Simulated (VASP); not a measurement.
Set up this calculation in VASP 6.6.1, as the native input.

```
Task                   : single point
Functional             : PBE
Potentials or basis    : VASP PAW PBE potentials, release 64 (Mg, O)
Cutoff                 : 520 eV
k mesh                 : 9 × 9 × 1
Occupations            : gaussian, width 0.05 eV
Spin                   : no spin polarisation
Dipole correction      : yes
Further INCAR settings : ALGO = Normal; EDIFF = 1e-06; NBANDS = 21; NELMDL = -8
```

The structure of MgO lies in POSCAR:

```
MgO
1.0
    3.0085896333      0.0000000000      0.0000000000
    0.0000000000      3.0085896333      0.0000000000
    0.0000000000      0.0000000000     19.7799623295
Mg O
3 3
Direct
    0.5000000000      0.5000000000      0.2022248543
    0.0000000000      0.0000000000      0.3100331114
    0.5000000000      0.5000000000      0.4161289115
    0.0000000000      0.0000000000      0.2022248543
    0.5000000000      0.5000000000      0.3095409233
    0.0000000000      0.0000000000      0.4186035439
```

These files were run (other wordings do the same):

INCAR

```
PREC = Accurate
ENCUT = 520
EDIFF = 1E-6
ISMEAR = 0
SIGMA = 0.05
LREAL = F
LASPH = T
NELM = 120
ALGO = Normal
ISIF = 2
LWAVE = F
LCHARG = T
LDIPOL = T
IDIPOL = 3
DIPOL = 0.5 0.5 0.310
GGA = PE
LELF = T
LVHAR = T
LVACPOTAV = T
NBANDS = 21
GGA_COMPAT = F
NELMDL = -8
```

KPOINTS

```
regular mesh
0
Gamma
  9 9 1
```

Potentials or basis: VASP PAW PBE potentials, release 64 (Mg, O).

Command:

```console
$ cat potpaw_PBE.64/Mg/POTCAR potpaw_PBE.64/O/POTCAR > POTCAR
$ mpirun -np 1 vasp_std > vasp.out
```

Results of the run:

| Item | Value |
| --- | --- |
| Largest force | 0.453 eV/Å |
| Band gap on the k mesh | 3.23 eV |

Run time: 110 s on 1 thread of AMD EPYC 7R43 64-Core Processor (Zen 3) (shared host), peak memory 0.23 GiB.
